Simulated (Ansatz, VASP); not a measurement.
## One calculation of V, two programs

```xyz
2
Lattice="0.0000 2.1202 4.4401 1.4187 0.0000 4.4401 1.4187 2.1202 0.0000" Properties=species:S:1:pos:R:3 pbc="T T T"
V     1.4187    2.1202    1.2000
V     1.4187    2.1202    7.6802
```

Alike in both runs: functional PBEsol; k mesh 8 × 8 × 8; occupations gaussian, width 0.1 eV; no spin polarisation.

Ansatz relaxed the structure, and its values are those at the end. VASP's run is a single point on that final structure, the one shown.

```csv
,VASP,Ansatz
version,VASP 6.6.1,Ansatz 0.2.0
potentials or method,"VASP PAW PBE potentials, release 64 (V_sv), cutoff 520 eV","scalar-relativistic, plane waves, PAW"
valence electrons in the cell,26,26
```

|  | VASP | Ansatz | Ansatz less VASP |
| --- | --- | --- | --- |
| gap on the k mesh at the Fermi level (eV) | none | none | - |
| pressure (GPa) | 0.2 | 0.0 | -0.29 |

VASP's potentials were made for PBE, not for PBEsol. A gap of «none» marks a metal or a gap that the smearing closes.
